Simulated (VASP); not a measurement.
A run of VASP 6.6.1 is set up as follows.

File INCAR:

```
SYSTEM = AlNi
  PREC = Accurate
  ENCUT = 520
  EDIFF = 1E-6
  ISMEAR = 0
  SIGMA = 0.1
  LREAL = .FALSE.
  LASPH = .TRUE.
  NELM = 60
  ALGO = Normal
  ISIF = 2
  LWAVE = .FALSE.
  LCHARG = .FALSE.
  GGA = PS
  NBANDS = 14
```

KPOINTS

```
Automatic mesh
0
G
  12 12 12
  0 0 0
```

The input POSCAR:

```
AlNi
1.0
    1.9386940000     -1.9531901500      0.0000000000
    1.9386940000      1.9531901500      0.0000000000
    0.0000000000      0.0000000000      3.0994300413
Al Ni
1 1
Direct
    0.0000000000      0.0000000000      0.0000000000
    0.5000000000      0.5000000000      0.5000000000
```

Potentials or basis: VASP PAW PBE potentials, release 64 (Al, Ni).

Run with:

```bash
$ cat potpaw_PBE.64/Al/POTCAR potpaw_PBE.64/Ni/POTCAR > POTCAR
$ mpirun -np 1 vasp_std > vasp.out
```

Question: Estimate the pressure.

Answer: 0.5 GPa.

Question: Estimate the band gap on the k mesh.

Answer: Zero (an odd number of electrons rules out a gap without spin polarisation).

Stress tensor (GPa, compression positive):
```
 3.75  0.00  0.00
 0.00  2.07  0.00
 0.00  0.00 -4.19
```

Caveat: the stress differs along the axes, from -4 to 4 GPa; the PAW data sets were made with another functional, which shifts forces and pressure a little. Spin polarisation is off, so any magnetic state and its effect on volume and gap are missing.
